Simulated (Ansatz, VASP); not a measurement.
## One calculation of Bi, two programs

File INCAR:

```
PREC = Accurate
ENCUT = 500
EDIFF = 1E-6
ISMEAR = 0
SIGMA = 0.05
LREAL = False
LASPH = True
NELM = 120
ALGO = Normal
ISIF = 2
LWAVE = False
LCHARG = False
GGA = PE
NBANDS = 14
GGA_COMPAT = False
```

The input KPOINTS:

```
Automatic mesh
0
Gamma
  6 6 6
```

The input POSCAR:

```
Bi
1.0
    0.0000000000      2.5081646069      2.5081646069
    2.5081646069      0.0000000000      2.5081646069
    2.5081646069      2.5081646069      0.0000000000
Bi
1
Direct
    0.0000000000      0.0000000000      0.0000000000
```

Input for Ansatz:

```yaml
crystal:
  lattice:
    - [0.0, 2.5081646069, 2.5081646069]
    - [2.5081646069, 0.0, 2.5081646069]
    - [2.5081646069, 2.5081646069, 0.0]
  atoms:
    - { symbol: Bi, position: [0.0, 0.0, 0.0] }
basis:
  ecutwfc: 600
  ecutrho_ratio: 5
kpoints:
  mp_grid: { grid: [6, 6, 6] }
hamiltonian:
  xc: pbe
scf:
  occupations: { method: gaussian, width: 0.05 }
output:
  forces: true
  stress: true
  eigenvalues: true
```

Alike in both runs: task single point; functional PBE; k mesh 6 × 6 × 6; occupations gaussian, width 0.05 eV; no spin polarisation.

|  | VASP | Ansatz |
| --- | --- | --- |
| version | VASP 6.6.1 | Ansatz 0.2.0 |
| potentials or method | VASP PAW PBE potentials, release 64 (Bi_d), cutoff 500 eV | scalar-relativistic, plane waves, PAW |
| valence electrons in the cell | 15 | 15 |

```csv
,VASP,Ansatz,Ansatz less VASP
gap on the k mesh at the Fermi level (eV),none,none,-
pressure (GPa),0.1,0.1,+0.02
```

A gap of «none» marks a metal or a gap that the smearing closes. With one functional, cell and mesh, what is left measures potentials, basis and numerics.

The k mesh is coarse, so the values compare programs but aren't converged. Spin-orbit coupling is off throughout.
